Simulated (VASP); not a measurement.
**AlN: single point with PBE**

The system is AlN.

```
Al N
1.0
     3.12989    0.00000   -0.23474
    -1.56494    2.71056    0.11737
    -0.37627    0.00000    5.11730
Al N
2 2
Direct
  0.34157 0.66681 0.00467
  0.67475 0.33319 0.50467
  0.32780 0.67192 0.38033
  0.65588 0.32808 0.88033
```

This cell differs from its parent crystal: engineering shear strain xz -0.1500, normal strain along z +0.0200.

```
Program             : VASP 6.6.1
Task                : single point
Functional          : PBE
Potentials or basis : VASP PAW PBE potentials, release 64 (Al, N)
Cutoff              : 520 eV
k mesh              : 9 × 9 × 6
Occupations         : gaussian, width 0.05 eV
Spin                : no spin polarisation
```

| Property | Result |
| --- | --- |
| Pressure | -3.4 GPa |
| Largest force | 0.009 eV/Å |
| Band gap on the k mesh | 3.36 eV, direct |

Forces in eV/Å, atoms in the order of the input:
```
Al   0.004 -0.008  0.001
Al   0.004  0.008  0.001
N   -0.004  0.004 -0.001
N   -0.004 -0.004 -0.001
```

Stress tensor (GPa, compression positive):
```
-5.02  0.00 15.29
 0.00 -1.06  0.00
15.29  0.00 -4.00
```

Levels at points of the mesh, in eV from the valence-band top:
| k point | band 6 | band 7 | band 8 | band 9 | band 10 | band 11 |
| --- | --- | --- | --- | --- | --- | --- |
| (0.00, 0.00, 0.00) | -0.77 | -0.45 | 0.00 | 3.36 | 6.16 | 9.39 |
| (0.00, 0.00, 0.50) | -0.96 | -0.55 | -0.55 | 5.63 | 5.63 | 9.66 |

Wall time 59 s on 1 thread of Intel(R) Xeon(R) Platinum 8259CL CPU @ 2.50GHz (Skylake/Cascade Lake) (shared host), peak memory 0.21 GiB.

Caveat: the cell differs from its parent crystal (engineering shear strain xz -0.1500, normal strain along z +0.0200).
